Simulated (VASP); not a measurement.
A run of VASP 6.6.1 is set up as follows.

The input INCAR:

```
ALGO     = Normal         # electronic algorithm
EDIFF    = 1E-7           # SCF threshold, eV
ENCUT    = 520            # plane-wave cutoff, eV
GGA      = PE             # functional
ISIF     = 2              # what is computed and relaxed
ISMEAR   = 0              # smearing method
LASPH    = T              # aspherical terms in the spheres
LCHARG   = F              # write CHGCAR
LREAL    = F              # projectors in reciprocal space
LWAVE    = F              # write WAVECAR
NBANDS   = 24             # bands
NELM     = 100            # most SCF steps
PREC     = Accurate       # precision mode
SIGMA    = 0.15           # smearing width, eV
```

Contents of KPOINTS:

```
k-points
0
Gamma
  18 18 8
```

The input POSCAR:

```
TaN
1.0
    3.1512408108      0.0000000000      0.0000000000
   -1.5756204054      2.7290545956      0.0000000000
    0.0000000000      0.0000000000      5.8609927840
Ta N
2 2
Direct
    0.3333333333      0.6666666667      0.0304880884
    0.6666666667      0.3333333333      0.5304880884
    0.3333333333      0.6666666667      0.3545119116
    0.6666666667      0.3333333333      0.8545119116
```

Potentials or basis: VASP PAW PBE potentials, release 64 (Ta_pv, N).

Launch:

```sh
$ cat potpaw_PBE.64/Ta_pv/POTCAR potpaw_PBE.64/N/POTCAR > POTCAR
$ mpirun -np 1 vasp_std > vasp.out
```

Problem. Predict the band gap on the k mesh.

Solution. Zero (bands 16 and 17 overlap by 0.53 eV).

Problem. Estimate the largest force.

Solution. 1.166 eV/Å.

Problem. Estimate the pressure.

Solution. 15.6 GPa.

Stress tensor (GPa, compression positive):
```
 7.34  0.00  0.00
 0.00  7.34  0.00
 0.00  0.00 32.00
```

Caveat: the cell stands under pressure; spin-orbit coupling is left out, which moves the levels of the heavy elements; forces of over 1 eV/Å act on the atoms, so gaps and moduli don't describe the material at rest.
